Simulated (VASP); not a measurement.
Here is a VASP 6.6.1 calculation.

The input INCAR:

```
SYSTEM = ZnRe
PREC     = Accurate       ! precision mode
ENCUT    = 520            ! plane-wave cutoff, eV
EDIFF    = 1E-7           ! SCF threshold, eV
ISMEAR   = 0              ! smearing method
SIGMA    = 0.1            ! smearing width, eV
LREAL    = .FALSE.        ! projectors in reciprocal space
LASPH    = .TRUE.         ! aspherical terms in the spheres
NELM     = 100            ! most SCF steps
ALGO     = Fast           ! electronic algorithm
ISIF     = 2              ! what is computed and relaxed
LWAVE    = .FALSE.        ! write WAVECAR
LCHARG   = .FALSE.        ! write CHGCAR
GGA      = PE             ! functional
NBANDS   = 48             ! bands
```

Contents of KPOINTS:

```
Automatic mesh
0
G
  8 4 4
  0 0 0
```

File POSCAR:

```
ZnRe
1.0
    3.0414727483      0.0000000000      0.0000000000
    0.0000000000      6.0829454965      0.0000000000
    0.0000000000      0.0000000000      6.0829454965
Zn Re
4 4
Direct
    0.0000000000      0.0000000000      0.0000000000
    0.0000000000      0.0000000000      0.5000000000
    0.0000000000      0.5000000000      0.0000000000
    0.0000000000      0.5000000000      0.5000000000
    0.5000000000      0.2500000000      0.2500000000
    0.5000000000      0.2500000000      0.7500000000
    0.5000000000      0.7500000000      0.2500000000
    0.5000000000      0.7500000000      0.7500000000
```

Potentials or basis: VASP PAW PBE potentials, release 64 (Zn, Re).

The run is started by

```console
$ cat potpaw_PBE.64/Zn/POTCAR potpaw_PBE.64/Re/POTCAR > POTCAR
$ mpirun -np 1 vasp_std > vasp.out
```

Task: Predict the band gap on the k mesh.

Result: Zero (band 38 reaches 6.47 eV, above the bottom of band 39 at 5.10 eV).

Task: Estimate the pressure.

Result: 0.4 GPa.

Caveat: spin-orbit coupling is left out, which moves the levels of the heavy elements.
